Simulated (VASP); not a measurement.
Write the native input for VASP 6.6.1 that does the following.

| Item | Value |
| --- | --- |
| Task | relaxation of the atoms |
| Functional | PBEsol |
| Potentials or basis | VASP PAW PBE potentials, release 64 (Te, Mo_sv) |
| Cutoff | 520 eV |
| k mesh | 9 × 9 × 1 |
| Occupations | gaussian, width 0.05 eV |
| Spin | no spin polarisation |
| Dipole correction | yes |
| Atoms held fixed (from 0) | [0, 1, 2, 3, 8, 9] |
| Further INCAR settings | ALGO = Normal; EDIFF = 1e-07; IBRION = 2; EDIFFG = -0.04; NSW = 60 |

The structure of Te2Mo lies in POSCAR:

```
Te2Mo
1.0
    3.5603917400      0.0000000000      0.0000000000
   -1.7801958700      3.0833896900      0.0000000000
    0.0000000000      0.0000000000     55.9088178757
Te Mo
8 4
Selective dynamics
Direct
    0.6666666700      0.3333333400      0.1788626621  F F F
    0.6666666700      0.3333333400      0.2428861898  F F F
    0.3333333300      0.6666666600      0.3133329670  F F F
    0.3333333300      0.6666666600      0.3773564947  F F F
    0.6666666700      0.3333333400      0.6226435053  T T T
    0.6666666700      0.3333333400      0.6866670330  T T T
    0.3333333300      0.6666666600      0.7571138102  T T T
    0.3333333300      0.6666666600      0.8211373379  T T T
    0.3333333300      0.6666666600      0.2108583716  F F F
    0.6666666700      0.3333333400      0.3453607852  F F F
    0.3333333300      0.6666666600      0.6546392148  T T T
    0.6666666700      0.3333333400      0.7891416284  T T T
```

The input as run:

INCAR

```
SYSTEM = Te2Mo
PREC = Accurate ; ENCUT = 520
EDIFF = 1E-7 ; ISMEAR = 0
SIGMA = 0.05 ; LREAL = .FALSE.
LASPH = .TRUE. ; NELM = 100
ALGO = Normal ; ISIF = 2
LWAVE = .FALSE. ; LCHARG = .FALSE.
LDIPOL = .TRUE. ; IDIPOL = 3
DIPOL = 0.5 0.5 0.500 ; GGA = PS
IBRION = 2 ; NSW = 60
EDIFFG = -0.04 ; KPAR = 4
```

KPOINTS

```
regular mesh
0
G
  9 9 1
  0 0 0
```

Potentials or basis: VASP PAW PBE potentials, release 64 (Te, Mo_sv).

Command:

```sh
$ cat potpaw_PBE.64/Te/POTCAR potpaw_PBE.64/Mo_sv/POTCAR > POTCAR
$ mpirun -np 4 vasp_std > vasp.out
```

Results of the run:

```json
{
  "Energy gained by relaxing": "1.1 meV/atom",
  "Ionic steps": "12",
  "Band gap on the k mesh": "1.00 eV"
}
```

Caveat: spin-orbit coupling is left out, which moves the levels of the heavy elements.

It took 26 min on 4 MPI ranks on Intel(R) Xeon(R) Platinum 8488C (Sapphire Rapids), with other jobs on the host, peak memory 0.98 GiB a rank.
